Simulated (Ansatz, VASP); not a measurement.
MoS2: VASP beside Ansatz

The input INCAR:

```
  PREC = Accurate
  ENCUT = 500
  EDIFF = 1E-6
  ISMEAR = 0
  SIGMA = 0.05
  LREAL = False
  LASPH = True
  NELM = 120
  ALGO = Normal
  ISIF = 2
  LWAVE = False
  LCHARG = True
  GGA = PE
  IVDW = 12
  LELF = True
  LVHAR = True
  NBANDS = 20
  GGA_COMPAT = False
```

File KPOINTS:

```
regular mesh
0
Gamma
  12 12 4
```

Contents of POSCAR:

```
MoS2
1.0
    3.2381765630      0.0000000000      0.0000000000
   -1.6190882815      2.8043431655      0.0000000000
    0.0000000000      0.0000000000      6.2856245265
Mo S
1 2
Direct
    0.0000000000      0.0000000000      0.0000000000
    0.3333333333      0.6666666667      0.2483301274
    0.3333333333      0.6666666667      0.7516698726
```

Input for Ansatz:

```yaml
crystal:
  lattice:
    - [3.238176563, 0.0, 0.0]
    - [-1.6190882815, 2.8043431655, 0.0]
    - [0.0, 0.0, 6.2856245265]
  atoms:
    - { symbol: Mo, position: [0.0, 0.0, 0.0] }
    - { symbol: S, position: [0.3333333333, 0.6666666667, 0.2483301274] }
    - { symbol: S, position: [0.3333333333, 0.6666666667, 0.7516698726] }
basis:
  ecutwfc: 420
kpoints:
  mp_grid: { grid: [12, 12, 4] }
hamiltonian:
  xc: pbe
  dispersion: d3bj
scf:
  occupations: { method: gaussian, width: 0.05 }
output:
  forces: true
  stress: true
  eigenvalues: true
```

Alike in both runs: task single point; functional PBE; dispersion D3(BJ); k mesh 12 × 12 × 4; occupations gaussian, width 0.05 eV; no spin polarisation.

|  | VASP | Ansatz |
| --- | --- | --- |
| version | VASP 6.6.1 | Ansatz 0.2.0 |
| potentials or method | VASP PAW PBE potentials, release 64 (Mo_sv, S), cutoff 500 eV | scalar-relativistic, plane waves, PAW |
| valence electrons in the cell | 26 | 26 |

Ansatz gave:

| Quantity | Value |
| --- | --- |
| gap on the k mesh at the Fermi level (eV) | 0.64 |
| least direct gap on the mesh (eV) | 1.47 |
| pressure (GPa) | -5.6 |
| traceless stress, the component that is largest in VASP (GPa) | 4.66 |
| rms of the force components (eV/Å) | 0.308 |

**Question.** What did VASP give for the same quantities?

**Answer.** gap on the k mesh at the Fermi level (eV): 0.66; least direct gap on the mesh (eV): 1.47; pressure (GPa): -5.7; traceless stress, the component that is largest in VASP (GPa): 4.63; rms of the force components (eV/Å): 0.313.

Atom by atom the forces differ by 0.005 eV/Å (rms over components).
